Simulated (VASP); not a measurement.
Runs of VASP 6.6.1 on Br. The structure is that of space group P6_3/mmc (No. 194), or close to it. The cells are those of the table. 

```tsv
task	cell	k mesh for the DOS	occupations for the DOS	gap on the mesh (eV)	pressure (GPa)
single point	a = 3.584, b = 3.584, c = 4.290 Å, angles 90.0, 90.0, 120.0°, 2 atoms	-	-	none	(b)
single point	a = 3.423, b = 3.423, c = 4.295 Å, angles 90.0, 90.0, 120.0°, 2 atoms	-	-	none	8.0
single point	a = 3.252, b = 3.252, c = 4.305 Å, angles 90.0, 90.0, 120.0°, 2 atoms	-	-	none	16.0
single point	a = 2.908, b = 2.908, c = 4.249 Å, angles 90.0, 90.0, 120.0°, 2 atoms	-	-	none	53.5
single point	a = 3.081, b = 3.081, c = 4.291 Å, angles 90.0, 90.0, 120.0°, 2 atoms	-	-	none	(a)
single point	a = 3.742, b = 3.742, c = 4.278 Å, angles 90.0, 90.0, 120.0°, 2 atoms	-	-	none	0.0
```

Alike in all rows: level PBEsol; potentials or basis VASP PAW PBE potentials, release 64 (Br); no spin polarisation; k mesh 14 × 14 × 8; cutoff (eV) 520; smearing fermi-dirac 0.1 eV.

Question: Estimate the missing entries.

Answer: (a) 29.7; (b) 3.1.

Caveats: the PAW data sets were made with another functional, which shifts forces and pressure a little.

A k mesh can miss the band edges, and the runs leave out spin-orbit coupling on Br.

A gap of «none» marks levels without a gap at the run's occupations.
